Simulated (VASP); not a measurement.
# NbIn2Se3 (P6/mmm) in VASP: relaxation of cell and atoms with PBE

Aim: the relaxation of cell and atoms of NbIn2Se3 with PBE.

Program: VASP 6.6.1. These are calculated values, not measurements. Logs are shortened: lines on timing, memory, paths and dates and some standing lists are left out, and cuts for length are marked.

### 1 The cell of the first run

Symmetry: P6/mmm, No. 191, hexagonal system. Conventional cell: a = 5.283 Å, b = 5.283 Å, c = 6.606 Å, α = 90.00°, β = 90.00°, γ = 120.00°. Nb (site symmetry 6/mmm) has 6 In at 3.05 Å and 2 Se at 3.30 Å within 4.0 Å. In (site symmetry -6m2) has 3 Nb at 3.05 Å and 3 In at 3.05 Å and 2 Se at 3.30 Å within 4.0 Å. Se (site symmetry -6m2) has 6 Se at 3.05 Å and 2 In at 3.30 Å within 4.0 Å. Within 4.0 Å of Se (site symmetry 6/mmm) lie 6 Se at 3.05 Å and 2 Nb at 3.30 Å.

The cell was generated, and may not be a known phase.

### 2 Relaxation of cell and atoms, PBE

INCAR reads:

```
PREC     = Accurate       # precision mode
ENCUT    = 500            # plane-wave cutoff, eV
EDIFF    = 1E-7           # SCF threshold, eV
ISMEAR   = 0              # smearing method
SIGMA    = 0.15           # smearing width, eV
LREAL    = F              # projectors in reciprocal space
LASPH    = T              # aspherical terms in the spheres
NELM     = 120            # most SCF steps
ALGO     = Normal         # electronic algorithm
ISIF     = 3              # what is computed and relaxed
LWAVE    = F              # write WAVECAR
LCHARG   = F              # write CHGCAR
GGA      = PE             # functional
IBRION   = 2              # ionic algorithm
NSW      = 36             # ionic steps
EDIFFG   = -0.08          # ionic threshold
GGA_COMPAT= F            
NELMIN   = 4
```

KPOINTS reads:

```
Automatic mesh
0
Gamma
  3 3 2
```

POSCAR reads:

```
NbIn2Se3
1.0
    5.2829965500      0.0000000000      0.0000000000
   -2.6414982700      4.5752092200      0.0000000000
    0.0000000000      0.0000000000      6.6055003800
Nb In Se
1 2 3
Direct
    0.0000000000      0.0000000000      0.0000000000
    0.3333333300      0.6666666700      0.0000000000
    0.6666666700      0.3333333300      0.0000000000
    0.3333333300      0.6666666700      0.5000000000
    0.6666666700      0.3333333300      0.5000000000
    0.0000000000      0.0000000000      0.5000000000
```

Potentials or basis: VASP PAW PBE potentials, release 64 (Nb_sv, In_d, Se).

Launch:

```sh
$ cat potpaw_PBE.64/Nb_sv/POTCAR potpaw_PBE.64/In_d/POTCAR potpaw_PBE.64/Se/POTCAR > POTCAR
$ mpirun -np 1 vasp_std > vasp.out
```

OUTCAR:

```text
PREC = Accurate
   ENCUT = 500
   EDIFF = 1E-7
   ISMEAR = 0
   LREAL = F
   LASPH = T
   NELM = 120
   ISIF = 3
   GGA = PE
   IBRION = 2
   NSW = 36
   EDIFFG = -0.08
   NELMIN = 4

 ion  position               nearest neighbor table
   1  0.000  0.000  0.000-   2 3.05   3 3.05   2 3.05   3 3.05   3 3.05   2 3.05
   2  0.333  0.667  0.000-   1 3.05   3 3.05   3 3.05   1 3.05   1 3.05   3 3.05   4 3.30   4 3.30

   3  0.667  0.333  0.000-   1 3.05   2 3.05   2 3.05   1 3.05   1 3.05   2 3.05   5 3.30   5 3.30

   4  0.333  0.667  0.500-   2 3.30   2 3.30
   5  0.667  0.333  0.500-   3 3.30   3 3.30
   6  0.000  0.000  0.500-

  LATTYP: Found a hexagonal cell.
 ALAT       =     5.2829965500
 C/A-ratio  =     1.2503321396

  Lattice vectors:

 A1 = (   5.2829965500,   0.0000000000,   0.0000000000)
 A2 = (  -2.6414982700,   4.5752092200,   0.0000000000)
 A3 = (   0.0000000000,   0.0000000000,   6.6055003800)

Analysis of symmetry for initial positions (statically):
=====================================================================
 Subroutine PRICEL returns:
 Original cell was already a primitive cell.

 Routine SETGRP: Setting up the symmetry group for a
 hexagonal supercell.

 Subroutine GETGRP returns: Found 24 space group operations
 (whereof 24 operations were pure point group operations)
 out of a pool of 24 trial point group operations.

The static configuration has the point symmetry D_6h.

Analysis of symmetry for dynamics (positions and initial velocities):
=====================================================================
 Subroutine PRICEL returns:
 Original cell was already a primitive cell.

 Routine SETGRP: Setting up the symmetry group for a
 hexagonal supercell.

 Subroutine GETGRP returns: Found 24 space group operations
 (whereof 24 operations were pure point group operations)
 out of a pool of 24 trial point group operations.

The dynamic configuration has the point symmetry D_6h.

 Subroutine INISYM returns: Found 24 space group operations
 (whereof 24 operations are pure point group operations),
 and found     1 'primitive' translations

----------------------------------------------------------------------------------------

                                     Primitive cell

  volume of cell :     159.6603

  direct lattice vectors                    reciprocal lattice vectors
     5.282996550  0.000000000  0.000000000     0.189286514  0.109284620  0.000000000
    -2.641498270  4.575209220  0.000000000     0.000000000  0.218569240  0.000000000
     0.000000000  0.000000000  6.605500380     0.000000000  0.000000000  0.151388985

  length of vectors
     5.282996550  5.282996547  6.605500380     0.218569239  0.218569240  0.151388985

  position of ions in fractional coordinates (direct lattice)
     0.000000000  0.000000000  0.000000000
     0.333333330  0.666666670  0.000000000
     0.666666670  0.333333330  0.000000000
     0.333333330  0.666666670  0.500000000
     0.666666670  0.333333330  0.500000000
     0.000000000  0.000000000  0.500000000

  ion indices of the primitive-cell ions
   primitive index   ion index
                 1           1
                 2           2
                 3           3
                 4           4
                 5           5
                 6           6

----------------------------------------------------------------------------------------

 KPOINTS: Automatic mesh

Automatic generation of k-mesh.
 Grid dimensions read from file:
 generate k-points for:    3    3    2

 Generating k-lattice:

  Cartesian coordinates                     Fractional coordinates (reciprocal lattice)
     0.063095505  0.036428207  0.000000000     0.333333333  0.000000000  0.000000000
     0.000000000  0.072856413  0.000000000     0.000000000  0.333333333  0.000000000
     0.000000000  0.000000000  0.075694493     0.000000000  0.000000000  0.500000000

  Length of vectors
     0.072856413  0.072856413  0.075694493

  Shift w.r.t. Gamma in fractional coordinates (k-lattice)
     0.000000000  0.000000000  0.000000000

 Subroutine IBZKPT returns following result:
 ===========================================

 Found      6 irreducible k-points:

 Following reciprocal coordinates:
            Coordinates               Weight
  0.000000  0.000000  0.000000      1.000000
  0.333333  0.000000  0.000000      6.000000
  0.333333  0.333333  0.000000      2.000000
  0.000000  0.000000  0.500000      1.000000
  0.333333  0.000000  0.500000      6.000000
  0.333333  0.333333  0.500000      2.000000
   k-points           NKPTS =      6   k-points in BZ     NKDIM =      6   number of bands    NBANDS=     34
   number of dos      NEDOS =    301   number of ions     NIONS =      6
   total plane-waves  NPLWV =  76800
   dimension x,y,z NGX =    40 NGY =   40 NGZ =   48
   dimension x,y,z NGXF=    80 NGYF=   80 NGZF=   96
   ions per type =               1   2   3
   NGX,Y,Z   is equivalent  to a cutoff of  12.59, 12.59, 12.08 a.u.
   NGXF,Y,Z  is equivalent  to a cutoff of  25.17, 25.17, 24.16 a.u.
 SYSTEM =  unknown system
   PREC   = accura    normal or accurate (medium, high low for compatibility)
   ISTART =      0    job   : 0-new  1-cont  2-samecut
   ICHARG =      2    charge: 1-file 2-atom 10-const
   ISPIN  =      1    spin polarized calculation?
   LNONCOLLINEAR =      F non collinear calculations
   LSORBIT =      F    spin-orbit coupling
   LASPH  =      T    aspherical Exc in radial PAW
   ENCUT  =  500.0 eV  36.75 Ry    6.06 a.u.   9.63  9.63 12.04*2*pi/ulx,y,z
   NELM   =    120;   NELMIN=  4; NELMDL= -5     # of ELM steps
   EDIFF  = 0.1E-06   stopping-criterion for ELM
   LREAL  =      F    real-space projection
   EDIFFG = -.8E-01   stopping-criterion for IOM
   NSW    =     36    number of steps for IOM
   IBRION =      2    ionic relax: 0-MD 1-quasi-New 2-CG
   NFREE  =      1    steps in history (QN), initial steepest desc. (CG)
   ISIF   =      3    stress and relaxation
   ISYM   =      2    0-nonsym 1-usesym 2-fastsym
   POTIM  = 0.5000    time-step for ionic-motion
   TEBEG  =    0.0;   TEEND  =   0.0 temperature during run
   PSTRESS=    0.0 pullay stress
   NELECT =      57.0000    total number of electrons
   NUPDOWN=      -1.0000    fix difference up-down
   EMIN   =  10.00;   EMAX   =-10.00  energy-range for DOS
   EFERMI =   0.00;   METHOD = LEGACY
   ISMEAR =     0;   SIGMA  =   0.15  broadening in eV -4-tet -1-fermi 0-gaus
   EFERMI_NEDOS =   21; number of points for ismear=-14 and -15
   IALGO  =     38    algorithm
   IMIX   =      4    mixing-type and parameters
     AMIX     =   0.40;   BMIX     =  1.00
     AMIX_MAG =   1.60;   BMIX_MAG =  1.00
  volume/ion in A,a.u.               =      26.61       179.57
  Fermi-wavevector in a.u.,A,eV,Ry     =   1.161362  2.194655 18.351003  1.348761
  Thomas-Fermi vector in A             =   2.297934
   LORBIT       =      0    0 simple, 1 ext, 2 COOP (PROOUT), +10 PAW based schemes
   GGA     = PE    functional components
   LHFCALC =     F    Hartree Fock is set to
   AEXX    =    0.0000 exact exchange contribution
   IVDW    =     0    specifies the selected vdW correction
   LEPSILON=     F    determine dielectric tensor
   LRPA    =     F    only Hartree local field effects (RPA)
 conjugate gradient relaxation of ions
 non-spin polarized calculation
 Gauss-broadening in eV      SIGMA  =   0.15
  energy-cutoff  :      500.00
  volume of cell :      159.66
 maximum number of plane-waves:      4081
 NGX is ok and might be reduce to    40
   NGX = 19   NGY = 19   NGZ = 25

--------------------------------------- Ionic step        1  -------------------------------------------

 number of electron      57.0000000 magnetization

 Free energy of the ion-electron system (eV)
  ---------------------------------------------------
  ext. energy  EPLUGINS =         0.00000000
  ---------------------------------------------------
  free energy    TOTEN  =       -21.81810426 eV

  energy without entropy =      -21.65987271  energy(sigma->0) =      -21.73898849

 E-fermi :   4.8586     XC(G=0):  -9.7230

 val. band max:        4.8441092746   @ k =   0.3333   0.3333   0.5000
 cond. band min:       4.8722423482   @ k =   0.3333   0.3333   0.0000
 fundamental gap:      0.0281330736
 Fermi energy:         4.8586454541

 k-point     1 :       0.0000    0.0000    0.0000
  band No.  band energies     occupation
      1     -50.7165      2.00000
      2     -26.9867      2.00000
      3     -26.6263      2.00000
      4     -26.6263      2.00000
      5      -9.4998      2.00000
      6      -9.2836      2.00000
[... 26 lines left out ...]
     33       7.6869      0.00000
     34       7.7607      0.00000
[... 405 lines left out ...]
 POSITION                                       TOTAL-FORCE (eV/Angst)
 -----------------------------------------------------------------------------------
      0.00000      0.00000      0.00000         0.000000     -0.000000     -0.000000
     -0.00000      3.22013      0.00000         0.000000      0.000000     -0.000000
      2.78872      1.61007     -0.00000        -0.000000     -0.000000     -0.000000
     -0.00000      3.22013      2.65546        -0.000000     -0.000000      0.000000
      2.78872      1.61007      2.65546         0.000000      0.000000     -0.000000
      0.00000      0.00000      2.65546         0.000000     -0.000000     -0.000000
 -----------------------------------------------------------------------------------
    total drift:                                0.000000     -0.000000     -0.000000

  FREE ENERGIE OF THE ION-ELECTRON SYSTEM (eV)
  ---------------------------------------------------
  free  energy   TOTEN  =       -23.1853097462 eV

  energy  without entropy=      -23.0935697463  energy(sigma->0) =      -23.13943975

--------------------------------------- Ionic step        7  -------------------------------------------

 number of electron      56.9999997 magnetization

 Free energy of the ion-electron system (eV)
  ---------------------------------------------------
  ext. energy  EPLUGINS =         0.00000000
  ---------------------------------------------------
  free energy    TOTEN  =       -23.20999232 eV

  energy without entropy =      -23.12778192  energy(sigma->0) =      -23.16888712

 E-fermi :   6.6033     XC(G=0): -10.4190

 val. band max:        6.5152088063   @ k =   0.3333   0.3333   0.0000
 cond. band min:       6.6664714356   @ k =   0.3333   0.3333   0.0000
 fundamental gap:      0.1512626293
 Fermi energy:         6.6032879412

 k-point     1 :       0.0000    0.0000    0.0000
  band No.  band energies     occupation
      1     -48.6839      2.00000
      2     -24.8794      2.00000
      3     -24.6801      2.00000
      4     -24.6801      2.00000
      5      -8.8496      2.00000
      6      -8.3783      2.00000
[... 26 lines left out ...]
     33       8.1194      0.00000
     34       9.6495      0.00000
[... 196 lines left out ...]
 VOLUME and BASIS-vectors are now :
 -----------------------------------------------------------------------------
  energy-cutoff  :      500.00
  volume of cell :      138.40
      direct lattice vectors                 reciprocal lattice vectors
     5.494948808  0.000000000 -0.000000000     0.181985317  0.105069271 -0.000000000
    -2.747474398  4.758765259  0.000000000    -0.000000000  0.210138543  0.000000000
     0.000000000 -0.000000000  5.292707697     0.000000000 -0.000000000  0.188939208

 POSITION                                       TOTAL-FORCE (eV/Angst)
 -----------------------------------------------------------------------------------
      0.00000      0.00000      0.00000        -0.000000     -0.000000      0.000000
     -0.00000      3.17251      0.00000        -0.000000      0.000000      0.000000
      2.74747      1.58626     -0.00000         0.000000     -0.000000     -0.000000
     -0.00000      3.17251      2.64635         0.000000     -0.000000     -0.000000
      2.74747      1.58626      2.64635        -0.000000      0.000000      0.000000
      0.00000      0.00000      2.64635        -0.000000      0.000000      0.000000
 -----------------------------------------------------------------------------------
    total drift:                                0.000000     -0.000000     -0.000000

  FREE ENERGIE OF THE ION-ELECTRON SYSTEM (eV)
  ---------------------------------------------------
  free  energy   TOTEN  =       -23.2099923188 eV

  energy  without entropy=      -23.1277819245  energy(sigma->0) =      -23.16888712

 reached required accuracy - stopping structural energy minimisation
```

Run time: 7.1 min. Hardware: 1 thread of Intel Xeon 8259CL, shared host; peak memory 0.29 GiB.

Results:

```yaml
Free_energy: -23.2100 eV
Relaxed_volume: 23.07 Å³/atom
Relaxed_cell: a = 5.495 Å, b = 5.495 Å, c = 5.293 Å, α = 90.00°, β = 90.00°, γ = 120.00°
Space_group_after_relaxing_to_0.1_Å: P6/mmm (No. 191)
Energy_gained_by_relaxing: 232.0 meV/atom
Ionic_steps: 7
Pressure_after_relaxing: 0.0 GPa
Band_gap_on_the_k_mesh: zero (an odd number of electrons rules out a gap without spin polarisation)
```

Step by step:
| step | energy change (eV) | largest force (eV/Å) | pressure (GPa) | volume (Å³) |
| --- | --- | --- | --- | --- |
| 1 | 0.0000 | 0.0000 | -5.61 | 159.66 |
| 2 | -0.6865 | 0.0000 | -0.15 | 138.96 |
| 3 | -0.7359 | 0.0000 | 2.08 | 133.94 |
| 4 | -1.1324 | 0.0000 | 2.61 | 132.16 |
| 5 | -1.2887 | 0.0000 | 4.19 | 130.05 |
| 6 | -1.3672 | 0.0000 | -1.70 | 143.08 |
| 7 | -1.3919 | 0.0000 | 0.01 | 138.40 |

Final structure:
```yaml
crystal:
  lattice:
    - [5.49495, 0.00000, 0.00000]
    - [-2.74747, 4.75877, 0.00000]
    - [0.00000, 0.00000, 5.29271]
  atoms:
    - { symbol: Nb, position: [0.00000, 0.00000, 0.00000] }
    - { symbol: In, position: [0.33333, 0.66667, 0.00000] }
    - { symbol: In, position: [0.66667, 0.33333, 0.00000] }
    - { symbol: Se, position: [0.33333, 0.66667, 0.50000] }
    - { symbol: Se, position: [0.66667, 0.33333, 0.50000] }
    - { symbol: Se, position: [0.00000, 0.00000, 0.50000] }
```

Caveat: the k points lie up to 0.59 Å⁻¹ apart in the final cell, too coarse for converged energies and pressures of a metal; a cell axis changed by over 15 % at a fixed basis, so the end point is rough; spin-orbit coupling is left out, which moves the levels of the heavy elements.

The gap in the log of VASP goes by the Fermi energy; the results here count the filled bands.